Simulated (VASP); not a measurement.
# Ti (Fm-3m) in VASP: further runs

The runs below take Ti through electric field gradients, with LDA.

All numbers are computed with VASP 6.6.1; they aren't measurements. Logs are shortened: lines on timing, memory, paths and dates and some standing lists are left out, and cuts for length are marked.

**1. The cell of the first run**

Symmetry: Fm-3m, No. 225, cubic system. The conventional cell has a = 4.046 Å, b = 4.046 Å, c = 4.046 Å, α = 90.00°, β = 90.00°, γ = 90.00°. Within 3.8 Å of Ti (site symmetry m-3m) lie 12 Ti at 2.86 Å.

**2. Electric field gradients, LDA (volume scaled by 0.99)**

INCAR

```
SYSTEM = Ti
PREC = Accurate
ENCUT = 400
EDIFF = 1E-8
ISMEAR = -1
SIGMA = 0.05
LREAL = .False.
LASPH = .True.
NELM = 120
ALGO = Normal
ISIF = 2
LWAVE = .False.
LCHARG = .False.
GGA = CA
LEFG = .True.
NBANDS = 12
GGA_COMPAT = .False.
```

KPOINTS

```
Automatic mesh
0
Gamma
  15 15 15
  0 0 0
```

POSCAR

```
Ti
1.0
    0.0000000000      2.0232106516      2.0232106516
    2.0232106516      0.0000000000      2.0232106516
    2.0232106516      2.0232106516      0.0000000000
Ti
1
Direct
    0.0000000000      0.0000000000      0.0000000000
```

Potentials or basis: VASP PAW LDA potentials, release 64 (Ti_sv).

Launch:

```sh
$ cat potpaw_LDA.64/Ti_sv/POTCAR > POTCAR
$ mpirun -np 1 vasp_std > vasp.out
```

OUTCAR:

```text
SYSTEM = Ti
   PREC = Accurate
   ENCUT = 400
   EDIFF = 1E-8
   ISMEAR = -1
   LREAL = .False.
   LASPH = .True.
   NELM = 120
   ISIF = 2
   GGA = CA

 ion  position               nearest neighbor table
   1  0.000  0.000  0.000-

  LATTYP: Found a face centered cubic cell.
 ALAT       =     4.0464213032

  Lattice vectors:

 A1 = (   0.0000000000,   2.0232106516,   2.0232106516)
 A2 = (   2.0232106516,   0.0000000000,   2.0232106516)
 A3 = (   2.0232106516,   2.0232106516,   0.0000000000)

Analysis of symmetry for initial positions (statically):
=====================================================================
 Subroutine PRICEL returns:
 Original cell was already a primitive cell.

 Routine SETGRP: Setting up the symmetry group for a
 face centered cubic supercell.

 Subroutine GETGRP returns: Found 48 space group operations
 (whereof 48 operations were pure point group operations)
 out of a pool of 48 trial point group operations.

The static configuration has the point symmetry O_h .

Analysis of symmetry for dynamics (positions and initial velocities):
=====================================================================
 Subroutine PRICEL returns:
 Original cell was already a primitive cell.

 Routine SETGRP: Setting up the symmetry group for a
 face centered cubic supercell.

 Subroutine GETGRP returns: Found 48 space group operations
 (whereof 48 operations were pure point group operations)
 out of a pool of 48 trial point group operations.

The dynamic configuration has the point symmetry O_h .

 Subroutine INISYM returns: Found 48 space group operations
 (whereof 48 operations are pure point group operations),
 and found     1 'primitive' translations

----------------------------------------------------------------------------------------

                                     Primitive cell

  volume of cell :      16.5635

  direct lattice vectors                    reciprocal lattice vectors
     0.000000000  2.023210652  2.023210652    -0.247131953  0.247131953  0.247131953
     2.023210652  0.000000000  2.023210652     0.247131953 -0.247131953  0.247131953
     2.023210652  2.023210652  0.000000000     0.247131953  0.247131953 -0.247131953

  length of vectors
     2.861251943  2.861251943  2.861251943     0.428045099  0.428045099  0.428045099

  position of ions in fractional coordinates (direct lattice)
     0.000000000  0.000000000  0.000000000

  ion indices of the primitive-cell ions
   primitive index   ion index
                 1           1

----------------------------------------------------------------------------------------

 KPOINTS: Automatic mesh

Automatic generation of k-mesh.
 Grid dimensions read from file:
 generate k-points for:   15   15   15

 Generating k-lattice:

  Cartesian coordinates                     Fractional coordinates (reciprocal lattice)
    -0.016475464  0.016475464  0.016475464     0.066666667  0.000000000  0.000000000
     0.016475464 -0.016475464  0.016475464     0.000000000  0.066666667  0.000000000
     0.016475464  0.016475464 -0.016475464     0.000000000  0.000000000  0.066666667

  Length of vectors
     0.028536340  0.028536340  0.028536340

  Shift w.r.t. Gamma in fractional coordinates (k-lattice)
     0.000000000  0.000000000  0.000000000

 Subroutine IBZKPT returns following result:
 ===========================================

 Found    120 irreducible k-points:

 Following reciprocal coordinates:
            Coordinates               Weight
  0.000000  0.000000  0.000000      1.000000
  0.066667  0.000000  0.000000      8.000000
  0.133333  0.000000  0.000000      8.000000
  0.200000  0.000000  0.000000      8.000000
  0.266667  0.000000  0.000000      8.000000
  0.333333  0.000000  0.000000      8.000000
[... 16 lines left out ...]
  0.133333  0.133333  0.000000      6.000000
  0.200000  0.133333  0.000000     24.000000
 [... further k-points ...]
   k-points           NKPTS =    120   k-points in BZ     NKDIM =    120   number of bands    NBANDS=     12
   number of dos      NEDOS =    301   number of ions     NIONS =      1
   total plane-waves  NPLWV =   8000
   dimension x,y,z NGX =    20 NGY =   20 NGZ =   20
   dimension x,y,z NGXF=    40 NGYF=   40 NGZF=   40
   ions per type =               1
   NGX,Y,Z   is equivalent  to a cutoff of  11.62, 11.62, 11.62 a.u.
   NGXF,Y,Z  is equivalent  to a cutoff of  23.24, 23.24, 23.24 a.u.
 SYSTEM =  Ti
   PREC   = accura    normal or accurate (medium, high low for compatibility)
   ISTART =      0    job   : 0-new  1-cont  2-samecut
   ICHARG =      2    charge: 1-file 2-atom 10-const
   ISPIN  =      1    spin polarized calculation?
   LNONCOLLINEAR =      F non collinear calculations
   LSORBIT =      F    spin-orbit coupling
   LASPH  =      T    aspherical Exc in radial PAW
   ENCUT  =  400.0 eV  29.40 Ry    5.42 a.u.   4.67  4.67  4.67*2*pi/ulx,y,z
   NELM   =    120;   NELMIN=  2; NELMDL= -5     # of ELM steps
   EDIFF  = 0.1E-07   stopping-criterion for ELM
   LREAL  =      F    real-space projection
   EDIFFG = 0.1E-06   stopping-criterion for IOM
   NSW    =      0    number of steps for IOM
   IBRION =     -1    ionic relax: 0-MD 1-quasi-New 2-CG
   NFREE  =      0    steps in history (QN), initial steepest desc. (CG)
   ISIF   =      2    stress and relaxation
   ISYM   =      2    0-nonsym 1-usesym 2-fastsym
   POTIM  = 0.5000    time-step for ionic-motion
   TEBEG  =    0.0;   TEEND  =   0.0 temperature during run
   PSTRESS=    0.0 pullay stress
   NELECT =      12.0000    total number of electrons
   NUPDOWN=      -1.0000    fix difference up-down
   EMIN   =  10.00;   EMAX   =-10.00  energy-range for DOS
   EFERMI =   0.00;   METHOD = LEGACY
   ISMEAR =    -1;   SIGMA  =   0.05  broadening in eV -4-tet -1-fermi 0-gaus
   EFERMI_NEDOS =   21; number of points for ismear=-14 and -15
   IALGO  =     38    algorithm
   IMIX   =      4    mixing-type and parameters
     AMIX     =   0.40;   BMIX     =  1.00
     AMIX_MAG =   1.60;   BMIX_MAG =  1.00
  volume/ion in A,a.u.               =      16.56       111.78
  Fermi-wavevector in a.u.,A,eV,Ry     =   1.470339  2.778538 29.414392  2.161897
  Thomas-Fermi vector in A             =   2.585608
   LORBIT       =      0    0 simple, 1 ext, 2 COOP (PROOUT), +10 PAW based schemes
   GGA     = CA    functional components
   LHFCALC =     F    Hartree Fock is set to
   AEXX    =    0.0000 exact exchange contribution
   IVDW    =     0    specifies the selected vdW correction
   LEPSILON=     F    determine dielectric tensor
   LRPA    =     F    only Hartree local field effects (RPA)
 non-spin polarized calculation
  energy-cutoff  :      400.00
  volume of cell :       16.56
 maximum number of plane-waves:       311
   NGX =  9   NGY =  9   NGZ =  9

 number of electron      11.9999994 magnetization

 Free energy of the ion-electron system (eV)
  ---------------------------------------------------
  ext. energy  EPLUGINS =         0.00000000
  ---------------------------------------------------
  free energy    TOTEN  =        -8.49213412 eV

  energy without entropy =       -8.47791437  energy(sigma->0) =       -8.48502424

 E-fermi :   8.5072     XC(G=0): -12.0143

 val. band max:        8.4999428043   @ k =   0.2667   0.1333   0.0667
 cond. band min:       8.5094743848   @ k =  -0.4667   0.1333   0.0667
 fundamental gap:      0.0095315805
 Fermi energy:         8.5072371346

 k-point     1 :       0.0000    0.0000    0.0000
  band No.  band energies     occupation
      1     -47.4374      2.00000
      2     -23.6137      2.00000
      3     -23.6137      2.00000
      4     -23.6137      2.00000
      5       2.4046      2.00000
      6       9.3711      0.00000
      7       9.3711      0.00000
      8       9.3711      0.00000
      9      11.0860      0.00000
     10      11.0860      0.00000
     11      24.1081      0.00000
     12      28.7339      0.00000

 k-point     2 :       0.0667    0.0000    0.0000
  band No.  band energies     occupation
      1     -47.4308      2.00000
      2     -23.6500      2.00000
      3     -23.6182      2.00000
      4     -23.6182      2.00000
      5       2.5547      2.00000
      6       9.2778      0.00000
      7       9.4267      0.00000
      8       9.4267      0.00000
      9      11.0497      0.00000
     10      11.0497      0.00000
     11      24.2446      0.00000
     12      27.6335      0.00000
[... 316 lines left out ...]
 k-point    24 :       0.2000    0.1333    0.0000
  band No.  band energies     occupation
      1     -47.3821      2.00000
      2     -23.8440      2.00000
      3     -23.6847      2.00000
      4     -23.6782      2.00000
      5       3.6692      2.00000
      6       8.5397      0.68598
      7       9.8365      0.00000
      8       9.9124      0.00000
      9      10.4044      0.00000
     10      11.3546      0.00000
     11      24.7254      0.00000
     12      25.4347      0.00000

 [... further k-points ...]

------------------------ aborting loop because EDIFF is reached ----------------------------------------

  FORCE on cell =-STRESS in cart. coord.  units (eV):
  Direction    XX          YY          ZZ          XY          YZ          ZX
  --------------------------------------------------------------------------------------
  -------------------------------------------------------------------------------------
  Total       -0.4786532     -0.4786532     -0.4786532     -0.0000000     -0.0000000     -0.0000000
  in kB      -46.2997043    -46.2997043    -46.2997043     -0.0000000     -0.0000000     -0.0000000
  external PRESSURE =     -46.2997043 kB  Pullay stress =       0.0000000 kB

 VOLUME and BASIS-vectors are now :
 -----------------------------------------------------------------------------
  energy-cutoff  :      400.00
  volume of cell :       16.56
      direct lattice vectors                 reciprocal lattice vectors
     0.000000000  2.023210652  2.023210652    -0.247131953  0.247131953  0.247131953
     2.023210652  0.000000000  2.023210652     0.247131953 -0.247131953  0.247131953
     2.023210652  2.023210652  0.000000000     0.247131953  0.247131953 -0.247131953

 POSITION                                       TOTAL-FORCE (eV/Angst)
 -----------------------------------------------------------------------------------
      0.00000      0.00000      0.00000         0.000000      0.000000      0.000000
 -----------------------------------------------------------------------------------
    total drift:                                0.000000     -0.000000     -0.000000

  FREE ENERGIE OF THE ION-ELECTRON SYSTEM (eV)
  ---------------------------------------------------
  free  energy   TOTEN  =        -8.4921341188 eV

  energy  without entropy=       -8.4779143661  energy(sigma->0) =       -8.48502424

 Electric field gradients (V/A^2)
---------------------------------------------------------------------
 ion       V_xx      V_yy      V_zz      V_xy      V_xz      V_yz
---------------------------------------------------------------------
   1      -0.000    -0.000     0.000     0.001     0.001     0.001
---------------------------------------------------------------------

 Electric field gradients after diagonalization (V/A^2)
 (convention: |V_zz| > |V_xx| > |V_yy|)
----------------------------------------------------------------------
 ion       V_xx      V_yy      V_zz     asymmetry (V_yy - V_xx)/ V_zz
----------------------------------------------------------------------
   1      -0.001    -0.001     0.002       0.000
----------------------------------------------------------------------

           NMR quadrupolar parameters

 Cq : quadrupolar parameter    Cq=e*Q*V_zz/h
 eta: asymmetry parameters     (V_yy - V_xx)/ V_zz
 Q  : nuclear electric quadrupole moment in mb (millibarn)
----------------------------------------------------------------------
 ion       Cq(MHz)       eta       Q (mb)
----------------------------------------------------------------------
   1       0.000       0.000       1.000
----------------------------------------------------------------------
```

Run time: 9.2 s. Hardware: 1 thread of Intel Xeon 6975P-C (Granite Rapids), shared host; peak memory 0.12 GiB.

What came out:

```yaml
Free_energy: -8.4921 eV
Pressure: -4.6 GPa
Band_gap_on_the_k_mesh: zero (band 6 reaches 9.37 eV, above the bottom of band 7 at 8.19 eV)
```

Caveat: without QUAD_EFG the Cq values of the log hold for a quadrupole moment of 1 mb, not for the nuclei.

(Continued in part 2 of 3.)
